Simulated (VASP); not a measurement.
Runs of VASP 6.6.1 on Co. The structure is that of space group Fm-3m (No. 225), or close to it. The cells are those of the table. This isn't the form of Co at room conditions, which is hcp.

```csv
cell,gap on the mesh (eV),pressure (GPa),moment (μB)
"a = 2.508 Å, angles 60.0°, 1 atom",none,-5.9,(b)
"a = 2.484 Å, angles 60.0°, 1 atom",none,-0.1,(c)
"a = 2.459 Å, angles 60.0°, 1 atom",none,(a),1.81
"a = 2.532 Å, angles 60.0°, 1 atom",none,-10.8,1.85
"a = 2.433 Å, angles 60.0°, 1 atom",none,15.1,1.79
```

Alike in all rows: task single point; level r2SCAN; potentials or basis VASP PAW PBE potentials, release 64 (Co); spin collinear, ferromagnetic start; k mesh 20 × 20 × 20; cutoff (eV) 520; smearing gaussian 0.1 eV.

Task: Fill in the values left out.

Result: (a) 6.9; (b) 1.84; (c) 1.83.

Caveats: the PAW data sets were made with another functional, which shifts forces and pressure a little; the cell stands under tension (at least some runs); the cell stands under pressure (at least some runs).

A gap of «none» marks levels without a gap at the run's occupations.
